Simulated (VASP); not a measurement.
Ge3Pd, 4 atoms in the cell. Symmetry: Pm-3m, No. 221, cubic system. The conventional cell has a = 4.114 Å, b = 4.114 Å, c = 4.114 Å, α = 90.00°, β = 90.00°, γ = 90.00°. Within 3.8 Å of Pd (site symmetry m-3m) lie 12 Ge at 2.91 Å. Within 3.8 Å of Ge (site symmetry 4/mmm) lie 4 Pd at 2.91 Å and 8 Ge at 2.91 Å. 

- Program: VASP 6.6.1
- Task: single point
- Functional: PBEsol
- Potentials or basis: VASP PAW PBE potentials, release 64 (Pd, Ge_d)
- Cutoff: 520 eV
- k mesh: 7 × 7 × 7
- Occupations: fermi-dirac, width 0.05 eV
- Spin: no spin polarisation
- Dipole correction: no
- Further INCAR settings: ALGO = Normal; EDIFF = 1e-06; NBANDS = 34

Potentials or basis: VASP PAW PBE potentials, release 64 (Pd, Ge_d).

Command:

```console
$ cat potpaw_PBE.64/Pd/POTCAR potpaw_PBE.64/Ge_d/POTCAR > POTCAR
$ mpirun -np 1 vasp_std > vasp.out
```

Hardware: 1 thread of Intel(R) Xeon(R) 6975P-C (Granite Rapids), on a shared host.

Task: Estimate the wall time of this run.

Result: Wall time 23 s on 1 thread of Intel(R) Xeon(R) 6975P-C (Granite Rapids) (shared host), peak memory 0.19 GiB. Counts: scf iterations 12, k points 20.
